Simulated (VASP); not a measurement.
A run of VASP 6.6.1:

File INCAR:

```
SYSTEM = H18CO10
ALGO     = Normal         ! electronic algorithm
EDIFF    = 1E-6           ! SCF threshold, eV
ENCUT    = 910            ! plane-wave cutoff, eV
GGA      = CA             ! functional
GGA_COMPAT= .FALSE.      
ISIF     = 2              ! what is computed and relaxed
ISMEAR   = -1             ! smearing method
LASPH    = .TRUE.         ! aspherical terms in the spheres
LCHARG   = .TRUE.         ! write CHGCAR
LELF     = .TRUE.         ! ELF
LREAL    = Auto         
LVHAR    = .TRUE.       
LWAVE    = .FALSE.        ! write WAVECAR
NBANDS   = 61             ! bands
NELM     = 120            ! most SCF steps
PREC     = Accurate       ! precision mode
SIGMA    = 0.05           ! smearing width, eV
```

The input KPOINTS:

```
k-points
0
G
  1 1 1
  0 0 0
```

The input POSCAR:

```
H18CO10
1.0
    6.7132080000      0.0000000000      0.0000000000
    0.0000000000      6.7068970000      0.0000000000
    0.0000000000      0.0000000000      7.0088280000
O H C
10 18 1
Direct
    0.8463017979      0.2638627073      0.9981982722
    0.7519057953      1.0249300086      0.6806844169
    0.5511522956      0.7108205180      0.4467936722
    0.9013723394      0.2190133530      0.3427962564
    0.1084429382      0.4956539514      0.4475641291
    0.2313499001      0.1852868771     -0.0941098854
    0.3426379758      0.8470235938      0.7084065981
    0.9907930754      0.7318585629      0.6905291441
    0.4448692786      0.5330632034      0.8678769118
    0.6143709535      0.6715773330      1.0992280022
    0.7768864007      0.1732843072      0.9019054256
    0.9924167403      0.2306879023      0.9546817242
    0.6090977667      0.9849562324      0.6849076622
    0.8356213602      0.9040246182      0.6764326361
    0.6364617333      0.6342277211      0.5351108630
    0.5831638168      0.6787937850      0.2991084957
    0.8336252951      0.1494431777      0.4472645070
    0.8637897113      0.2553789032      0.1871639595
    0.2450393314      0.4527727204      0.4760995704
    0.0136745353      0.3319567902      0.3838444887
    0.3206514680      0.2944431680     -0.1216037831
    0.2697667047      0.0960951093     -0.2028441845
    0.1321871749      0.7876071453      0.7284955488
    0.4051863133      0.8068112571      0.5833928297
    1.0530285968      0.5768390360      0.5470386775
    0.9516463664      0.6756626798      0.8146297783
    0.4196056490      0.7440251431      0.8014892076
    0.5032169419      0.3747038310      1.1125968564
    0.5276612910      0.5229691167      1.0251642643
```

Potentials or basis: VASP PAW LDA potentials, release 64 (O_h, H_h, C_h).

The run is started by

```bash
$ cat potpaw_LDA.64/O_h/POTCAR potpaw_LDA.64/H_h/POTCAR potpaw_LDA.64/C_h/POTCAR > POTCAR
$ mpirun -np 1 vasp_gam > vasp.out
```

Hardware: 1 thread of Intel(R) Xeon(R) Platinum 8259CL CPU @ 2.50GHz (Skylake/Cascade Lake) (shared host).

Q: Estimate the wall time of this run.

A: Wall time 74 s on 1 thread of Intel(R) Xeon(R) Platinum 8259CL CPU @ 2.50GHz (Skylake/Cascade Lake), on a shared host, peak memory 0.51 GiB. Counts: scf iterations 17, k points 1.
